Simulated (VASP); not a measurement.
# Sc (P6_3/mmc) in VASP: a series of runs

Sc is run at these levels: LDA; tasks: single point, relaxation of cell and atoms.

Everything below comes from runs of VASP 6.6.1. Logs are shortened: lines on timing, memory, paths and dates and some standing lists are left out, and cuts for length are marked.

### Step 1. The cell of the first run

The structure is hexagonal, space group P6_3/mmc (No. 194). The conventional cell has a = 3.237 Å, b = 3.237 Å, c = 4.965 Å, α = 90.00°, β = 90.00°, γ = 120.00°. Sc (site symmetry -6m2) has 12 Sc at 3.11 to 3.24 Å within 4.1 Å.

### Step 2. Single point, LDA

The input, INCAR:

```
  PREC = Accurate
  ENCUT = 520
  EDIFF = 1E-6
  ISMEAR = 0
  SIGMA = 0.1
  LREAL = False
  LASPH = True
  NELM = 60
  ALGO = Normal
  ISIF = 2
  LWAVE = False
  LCHARG = False
  GGA = CA
  NBANDS = 18
```

The input, KPOINTS:

```
regular mesh
0
Gamma
  6 6 4
```

The input, POSCAR:

```
Sc
1.0
    3.2374662718      0.0000000000      0.0000000000
   -1.6187331359      2.8037280353      0.0000000000
    0.0000000000      0.0000000000      4.9651436083
Sc
2
Direct
    0.3333333333      0.6666666667      0.2500000000
    0.6666666667      0.3333333333      0.7500000000
```

Potentials or basis: VASP PAW LDA potentials, release 64 (Sc_sv).

Started as:

```bash
$ cat potpaw_LDA.64/Sc_sv/POTCAR > POTCAR
$ mpirun -np 1 vasp_std > vasp.out
```

OUTCAR:

```text
PREC = Accurate
   ENCUT = 520
   EDIFF = 1E-6
   ISMEAR = 0
   LREAL = False
   LASPH = True
   NELM = 60
   ISIF = 2
   GGA = CA

 ion  position               nearest neighbor table
   1  0.333  0.667  0.250-   2 3.11   2 3.11   2 3.11   2 3.11   2 3.11   2 3.11
   2  0.667  0.333  0.750-   1 3.11   1 3.11   1 3.11   1 3.11   1 3.11   1 3.11

  LATTYP: Found a hexagonal cell.
 ALAT       =     3.2374662718
 C/A-ratio  =     1.5336510689

  Lattice vectors:

 A1 = (   3.2374662718,   0.0000000000,   0.0000000000)
 A2 = (  -1.6187331359,   2.8037280353,   0.0000000000)
 A3 = (   0.0000000000,   0.0000000000,   4.9651436083)

Analysis of symmetry for initial positions (statically):
=====================================================================
 Subroutine PRICEL returns:
 Original cell was already a primitive cell.

 Routine SETGRP: Setting up the symmetry group for a
 hexagonal supercell.

 Subroutine GETGRP returns: Found 24 space group operations
 (whereof 12 operations were pure point group operations)
 out of a pool of 24 trial point group operations.

The static configuration has the point symmetry D_3d.
 The point group associated with its full space group is D_6h.

Analysis of symmetry for dynamics (positions and initial velocities):
=====================================================================
 Subroutine PRICEL returns:
 Original cell was already a primitive cell.

 Routine SETGRP: Setting up the symmetry group for a
 hexagonal supercell.

 Subroutine GETGRP returns: Found 24 space group operations
 (whereof 12 operations were pure point group operations)
 out of a pool of 24 trial point group operations.

The dynamic configuration has the point symmetry D_3d.
 The point group associated with its full space group is D_6h.

 Subroutine INISYM returns: Found 24 space group operations
 (whereof 12 operations are pure point group operations),
 and found     1 'primitive' translations

----------------------------------------------------------------------------------------

                                     Primitive cell

  volume of cell :      45.0685

  direct lattice vectors                    reciprocal lattice vectors
     3.237466272  0.000000000  0.000000000     0.308883527  0.178333987  0.000000000
    -1.618733136  2.803728035  0.000000000     0.000000000  0.356667975  0.000000000
     0.000000000  0.000000000  4.965143608     0.000000000  0.000000000  0.201404044

  length of vectors
     3.237466272  3.237466272  4.965143608     0.356667975  0.356667975  0.201404044

  position of ions in fractional coordinates (direct lattice)
     0.333333333  0.666666667  0.250000000
     0.666666667  0.333333333  0.750000000

  ion indices of the primitive-cell ions
   primitive index   ion index
                 1           1
                 2           2

----------------------------------------------------------------------------------------

 KPOINTS: regular mesh

Automatic generation of k-mesh.
 Grid dimensions read from file:
 generate k-points for:    6    6    4

 Generating k-lattice:

  Cartesian coordinates                     Fractional coordinates (reciprocal lattice)
     0.051480588  0.029722331  0.000000000     0.166666667  0.000000000  0.000000000
     0.000000000  0.059444662  0.000000000     0.000000000  0.166666667  0.000000000
     0.000000000  0.000000000  0.050351011     0.000000000  0.000000000  0.250000000

  Length of vectors
     0.059444662  0.059444662  0.050351011

  Shift w.r.t. Gamma in fractional coordinates (k-lattice)
     0.000000000  0.000000000  0.000000000

 Subroutine IBZKPT returns following result:
 ===========================================

 Found     21 irreducible k-points:

 Following reciprocal coordinates:
            Coordinates               Weight
  0.000000  0.000000  0.000000      1.000000
  0.166667  0.000000  0.000000      6.000000
  0.333333 -0.000000  0.000000      6.000000
  0.500000  0.000000  0.000000      3.000000
  0.166667  0.166667  0.000000      6.000000
  0.333333  0.166667  0.000000     12.000000
[... 13 lines left out ...]
  0.333333  0.166667  0.500000     12.000000
  0.333333  0.333333  0.500000      2.000000
   k-points           NKPTS =     21   k-points in BZ     NKDIM =     21   number of bands    NBANDS=     18
   number of dos      NEDOS =    301   number of ions     NIONS =      2
   total plane-waves  NPLWV =  23040
   dimension x,y,z NGX =    24 NGY =   24 NGZ =   40
   dimension x,y,z NGXF=    48 NGYF=   48 NGZF=   80
   ions per type =               2
   NGX,Y,Z   is equivalent  to a cutoff of  12.32, 12.32, 13.39 a.u.
   NGXF,Y,Z  is equivalent  to a cutoff of  24.65, 24.65, 26.79 a.u.
 SYSTEM =  unknown system
   PREC   = accura    normal or accurate (medium, high low for compatibility)
   ISTART =      0    job   : 0-new  1-cont  2-samecut
   ICHARG =      2    charge: 1-file 2-atom 10-const
   ISPIN  =      1    spin polarized calculation?
   LNONCOLLINEAR =      F non collinear calculations
   LSORBIT =      F    spin-orbit coupling
   LASPH  =      T    aspherical Exc in radial PAW
   ENCUT  =  520.0 eV  38.22 Ry    6.18 a.u.   6.02  6.02  9.23*2*pi/ulx,y,z
   NELM   =     60;   NELMIN=  2; NELMDL= -5     # of ELM steps
   EDIFF  = 0.1E-05   stopping-criterion for ELM
   LREAL  =      F    real-space projection
   EDIFFG = 0.1E-04   stopping-criterion for IOM
   NSW    =      0    number of steps for IOM
   IBRION =     -1    ionic relax: 0-MD 1-quasi-New 2-CG
   NFREE  =      0    steps in history (QN), initial steepest desc. (CG)
   ISIF   =      2    stress and relaxation
   ISYM   =      2    0-nonsym 1-usesym 2-fastsym
   POTIM  = 0.5000    time-step for ionic-motion
   TEBEG  =    0.0;   TEEND  =   0.0 temperature during run
   PSTRESS=    0.0 pullay stress
   NELECT =      22.0000    total number of electrons
   NUPDOWN=      -1.0000    fix difference up-down
   EMIN   =  10.00;   EMAX   =-10.00  energy-range for DOS
   EFERMI =   0.00;   METHOD = LEGACY
   ISMEAR =     0;   SIGMA  =   0.10  broadening in eV -4-tet -1-fermi 0-gaus
   EFERMI_NEDOS =   21; number of points for ismear=-14 and -15
   IALGO  =     38    algorithm
   IMIX   =      4    mixing-type and parameters
     AMIX     =   0.40;   BMIX     =  1.00
     AMIX_MAG =   1.60;   BMIX_MAG =  1.00
  volume/ion in A,a.u.               =      22.53       152.07
  Fermi-wavevector in a.u.,A,eV,Ry     =   1.289015  2.435886 22.606902  1.661560
  Thomas-Fermi vector in A             =   2.420934
   LORBIT       =      0    0 simple, 1 ext, 2 COOP (PROOUT), +10 PAW based schemes
   GGA     = CA    functional components
   LHFCALC =     F    Hartree Fock is set to
   AEXX    =    0.0000 exact exchange contribution
   IVDW    =     0    specifies the selected vdW correction
   LEPSILON=     F    determine dielectric tensor
   LRPA    =     F    only Hartree local field effects (RPA)
 non-spin polarized calculation
 Gauss-broadening in eV      SIGMA  =   0.10
  energy-cutoff  :      520.00
  volume of cell :       45.07
 maximum number of plane-waves:      1239
   NGX = 13   NGY = 13   NGZ = 19

 number of electron      21.9999997 magnetization

 Free energy of the ion-electron system (eV)
  ---------------------------------------------------
  ext. energy  EPLUGINS =         0.00000000
  ---------------------------------------------------
  free energy    TOTEN  =       -13.47639894 eV

  energy without entropy =      -13.46527822  energy(sigma->0) =      -13.47083858

 E-fermi :   4.0175     XC(G=0): -10.5192

 val. band max:        3.9338730424   @ k =   0.3333   0.1667   0.2500
 cond. band min:       4.0324242413   @ k =   0.3333  -0.0000   0.0000
 fundamental gap:      0.0985511989
 Fermi energy:         4.0175281425

 k-point     1 :       0.0000    0.0000    0.0000
  band No.  band energies     occupation
      1     -44.6110      2.00000
      2     -44.4948      2.00000
      3     -23.8741      2.00000
      4     -23.4106      2.00000
      5     -23.4106      2.00000
      6     -23.3124      2.00000
[... 10 lines left out ...]
     17       6.3727      0.00000
     18       6.3727      0.00000

 k-point     2 :       0.1667    0.0000    0.0000
  band No.  band energies     occupation
      1     -44.5923      2.00000
      2     -44.4899      2.00000
      3     -23.8250      2.00000
      4     -23.4975      2.00000
      5     -23.4409      2.00000
      6     -23.4024      2.00000
[... 10 lines left out ...]
     17       6.5465      0.00000
     18       6.5510      0.00000

 k-point     3 :       0.3333   -0.0000    0.0000
  band No.  band energies     occupation
      1     -44.5508      2.00000
      2     -44.4840      2.00000
      3     -23.7048      2.00000
      4     -23.6750      2.00000
      5     -23.5712      2.00000
      6     -23.4972      2.00000
[... 10 lines left out ...]
     17       7.4875      0.00000
     18       7.5331      0.00000

 k-point     4 :       0.5000    0.0000    0.0000
  band No.  band energies     occupation
      1     -44.5244      2.00000
      2     -44.4865      2.00000
      3     -23.7647      2.00000
      4     -23.6509      2.00000
      5     -23.6148      2.00000
      6     -23.5239      2.00000
[... 312 lines left out ...]
      4     -23.6948      2.00000
      5     -23.4498      2.00000
      6     -23.4498      2.00000
[... 10 lines left out ...]
     17       7.7636      0.00000
     18       7.7668      0.00000

 k-point    20 :       0.3333    0.1667    0.5000
  band No.  band energies     occupation
      1     -44.5054      2.00000
      2     -44.5054      2.00000
      3     -23.7781      2.00000
      4     -23.7781      2.00000
      5     -23.5158      2.00000
      6     -23.5158      2.00000
[... 10 lines left out ...]
     17       8.1022      0.00000
     18       8.1024      0.00000

 k-point    21 :       0.3333    0.3333    0.5000
  band No.  band energies     occupation
      1     -44.4994      2.00000
      2     -44.4994      2.00000
      3     -23.7544      2.00000
      4     -23.7544      2.00000
      5     -23.6014      2.00000
      6     -23.6014      2.00000
[... 10 lines left out ...]
     17       7.8865      0.00000
     18       7.8865      0.00000

------------------------ aborting loop because EDIFF is reached ----------------------------------------

  FORCE on cell =-STRESS in cart. coord.  units (eV):
  Direction    XX          YY          ZZ          XY          YZ          ZX
  --------------------------------------------------------------------------------------
  -------------------------------------------------------------------------------------
  Total        0.0245607      0.0245607      0.0220103      0.0000000      0.0000000     -0.0000000
  in kB        0.8731307      0.8731307      0.7824625      0.0000000      0.0000000     -0.0000000
  external PRESSURE =       0.8429079 kB  Pullay stress =       0.0000000 kB

 VOLUME and BASIS-vectors are now :
 -----------------------------------------------------------------------------
  energy-cutoff  :      520.00
  volume of cell :       45.07
      direct lattice vectors                 reciprocal lattice vectors
     3.237466272  0.000000000  0.000000000     0.308883527  0.178333987  0.000000000
    -1.618733136  2.803728035  0.000000000     0.000000000  0.356667975  0.000000000
     0.000000000  0.000000000  4.965143608     0.000000000  0.000000000  0.201404044

 POSITION                                       TOTAL-FORCE (eV/Angst)
 -----------------------------------------------------------------------------------
     -0.00000      1.86915      1.24129         0.000000      0.000000      0.000000
      1.61873      0.93458      3.72386        -0.000000      0.000000      0.000000
 -----------------------------------------------------------------------------------
    total drift:                                0.000000     -0.000000      0.000000

  FREE ENERGIE OF THE ION-ELECTRON SYSTEM (eV)
  ---------------------------------------------------
  free  energy   TOTEN  =       -13.4763989369 eV

  energy  without entropy=      -13.4652782239  energy(sigma->0) =      -13.47083858
```

It took 9.8 s on 1 thread of AMD EPYC 7R43 (Zen 3), shared host; peak memory 0.11 GiB.

Results:

```
Free energy            : -13.4764 eV
Pressure               : 0.1 GPa
Band gap on the k mesh : zero (band 11 reaches 5.06 eV, above the bottom of band 12 at 3.36 eV)
```

Caveat: the k points lie up to 0.37 Å⁻¹ apart.

### Step 3. Relaxation of cell and atoms, LDA

This run uses another cell than the first one, of 25.00 Å³/atom, 1.109 times its volume.

The input, INCAR:

```
PREC     = Accurate       # precision mode
ENCUT    = 600            # plane-wave cutoff, eV
EDIFF    = 1E-7           # SCF threshold, eV
ISMEAR   = 0              # smearing method
SIGMA    = 0.1            # smearing width, eV
LREAL    = False          # projectors in reciprocal space
LASPH    = True           # aspherical terms in the spheres
NELM     = 80             # most SCF steps
ALGO     = Normal         # electronic algorithm
ISIF     = 3              # what is computed and relaxed
LWAVE    = False          # write WAVECAR
LCHARG   = False          # write CHGCAR
GGA      = CA             # functional
IBRION   = 2              # ionic algorithm
NSW      = 80             # ionic steps
EDIFFG   = -0.003         # ionic threshold
```

The input, KPOINTS:

```
Automatic mesh
0
Gamma
  6 6 4
```

The input, POSCAR:

```
Sc
1.0
    3.3100000000      0.0000000000      0.0000000000
   -1.6550000000      2.8665440900      0.0000000000
    0.0000000000      0.0000000000      5.2700000000
Sc
2
Direct
    0.3333333333      0.6666666667      0.2500000000
    0.6666666667      0.3333333333      0.7500000000
```

Potentials or basis: VASP PAW LDA potentials, release 64 (Sc_sv).

Started as:

```bash
$ cat potpaw_LDA.64/Sc_sv/POTCAR > POTCAR
$ mpirun -np 1 vasp_std > vasp.out
```

It took 80 s on 1 thread of AMD EPYC 7R43 (Zen 3), shared host; peak memory 0.14 GiB.

The run converged. Its results:

- Free energy: -13.4769 eV
- Relaxed volume: 22.58 Å³/atom
- Relaxed cell: a = 3.240 Å, b = 3.240 Å, c = 4.969 Å, α = 90.00°, β = 90.00°, γ = 120.00°
- Space group after relaxing (to 0.05 Å): P6_3/mmc (No. 194)
- Energy gained by relaxing: 49.3 meV/atom
- Ionic steps: 12
- Pressure after relaxing: 0.0 GPa
- Band gap on the k mesh: zero (band 11 reaches 5.05 eV, above the bottom of band 12 at 3.35 eV)

Step by step:
```
step  energy change (eV)  largest force (eV/Å)  pressure (GPa)  volume (Å³)
   1              0.0000                0.0000           -5.34        50.00
   2             -0.0919                0.0000            1.41        44.21
   3             -0.0950                0.0000            0.25        45.01
   4             -0.0950                0.0000            0.12        45.10
   5             -0.0982                0.0000            0.00        45.17
   6             -0.0986                0.0000           -0.05        45.20
   7             -0.0986                0.0000           -0.05        45.20
   8             -0.0986                0.0000           -0.06        45.20
   9             -0.0987                0.0000            0.02        45.15
  10             -0.0987                0.0000            0.00        45.17
  11             -0.0987                0.0000           -0.01        45.17
  12             -0.0987                0.0000           -0.01        45.17
```

Final structure:
```yaml
crystal:
  lattice:
    - [3.23987, 0.00000, 0.00000]
    - [-1.61994, 2.80581, 0.00000]
    - [0.00000, 0.00000, 4.96869]
  atoms:
    - { symbol: Sc, position: [0.33333, 0.66667, 0.25000] }
    - { symbol: Sc, position: [0.66667, 0.33333, 0.75000] }
```

Levels at points of the mesh, in eV from the Fermi level:
```
           k point  band 8  band 9  band 10  band 11  band 12  band 13  band 14  band 15
(0.00, 0.00, 0.00)  -27.27   -5.25    -1.77     1.03     1.58     1.58     2.00     2.11
(0.50, 0.00, 0.00)  -27.38   -1.68    -1.21    -0.81    -0.30     1.27     1.44     2.04
(0.00, 0.00, 0.50)  -27.39   -3.56    -3.56     1.04     1.04     1.47     1.47     1.47
(0.50, 0.00, 0.50)  -27.42   -1.63    -1.63     0.07     0.07     1.48     1.48     2.45
```

Caveat: the k points lie up to 0.37 Å⁻¹ apart in the final cell.
